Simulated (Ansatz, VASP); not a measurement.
One calculation of C, two programs

The input INCAR:

```
  ALGO = Normal
  EDIFF = 1E-7
  ENCUT = 520
  GGA = PS
  ISIF = 2
  ISMEAR = 0
  IVDW = 12
  LASPH = True
  LCHARG = False
  LREAL = False
  LWAVE = False
  NBANDS = 11
  NELM = 80
  PREC = Accurate
  SIGMA = 0.03
```

The input KPOINTS:

```
k-points
0
Gamma
  16 16 16
```

File POSCAR:

```
C
1.0
    0.0000000000      2.1279941339      3.3243844763
    1.2294111613      0.0000000000      3.3243844763
    1.2294111613      2.1279941339      0.0000000000
C
2
Direct
    0.1314621586      0.8685378414      0.1314621586
    0.8685378414      0.1314621586      0.8685378414
```

Input for Ansatz:

```yaml
crystal:
  lattice:
    - [0.0, 2.1279941339, 3.3243844763]
    - [1.2294111613, 0.0, 3.3243844763]
    - [1.2294111613, 2.1279941339, 0.0]
  atoms:
    - { symbol: C, position: [0.1314621586, 0.8685378414, 0.1314621586] }
    - { symbol: C, position: [0.8685378414, 0.1314621586, 0.8685378414] }
basis:
  ecutwfc: 520.0
kpoints:
  mp_grid: { grid: [16, 16, 16] }
hamiltonian:
  xc: pbesol
  pseudopotentials: { kind: paw, azcp: { folder: soft_1 } }
  dispersion: d3bj
scf:
  occupations: { method: gaussian, width: 0.03 }
output:
  forces: true
  stress: true
  eigenvalues: true
```

Alike in both runs: task single point; functional PBEsol; dispersion D3(BJ); k mesh 16 × 16 × 16; occupations gaussian, width 0.03 eV; no spin polarisation.

|  | VASP | Ansatz |
| --- | --- | --- |
| version | VASP 6.6.1 | Ansatz 0.2.0 |
| potentials or method | VASP PAW PBE potentials, release 64 (C), cutoff 520 eV | scalar-relativistic, plane waves, PAW |
| valence electrons in the cell | 8 | 8 |

Ansatz gave:

* gap on the k mesh at the Fermi level (eV): none
* rms of the force components (eV/Å): 15.088

Q: Estimate VASP's values.

A: gap on the k mesh at the Fermi level (eV): none; rms of the force components (eV/Å): 15.311.

VASP's potentials were made for PBE, not for PBEsol, and Ansatz warns of the same on its side. Atom by atom the forces differ by 0.223 eV/Å (rms over components). A gap of «none» marks a metal or a gap that the smearing closes.
